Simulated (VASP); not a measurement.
Zn:

```xyz
1
Lattice="-1.5690 1.5690 1.5690 1.5690 -1.5690 1.5690 1.5690 1.5690 -1.5690" Properties=species:S:1:pos:R:3 pbc="T T T"
Zn    0.0000    0.0000    0.0000
```

- Program: VASP 6.6.1
- Task: relaxation of cell and atoms
- Functional: revPBE
- Potentials or basis: VASP PAW PBE potentials, release 64 (Zn)
- Cutoff: 600 eV
- k mesh: 12 × 12 × 12
- Occupations: fermi-dirac, width 0.05 eV
- Spin: no spin polarisation

At the start: pressure 2.0 GPa; volume 15.45 Å³/atom.

Problem. How do energy, volume and symmetry change on relaxing?

Solution. Over 3 steps the energy falls by 3.1 meV/atom and the volume is 16.01 Å³/atom (+3.6 %); space group Im-3m (No. 229, to 0.05 Å).

The path:
```tsv
step	energy change (eV)	largest force (eV/Å)	pressure (GPa)	volume (Å³)
1	0.0000	0.0000	1.98	15.45
2	-0.0030	0.0000	0.36	15.88
3	-0.0031	0.0000	-0.08	16.01
```

Final structure:
```cif
data_structure
_symmetry_space_group_name_H-M 'P 1'
_symmetry_Int_Tables_number 1
_cell_length_a 2.7502
_cell_length_b 2.7502
_cell_length_c 2.7502
_cell_angle_alpha 109.471
_cell_angle_beta 109.471
_cell_angle_gamma 109.471
_cell_volume 16.01
loop_
_atom_site_label
_atom_site_type_symbol
_atom_site_fract_x
_atom_site_fract_y
_atom_site_fract_z
_atom_site_occupancy
Zn1 Zn 0.00000 0.00000 0.00000 1
```

Caveat: the PAW data sets were made with another functional, which shifts forces and pressure a little.
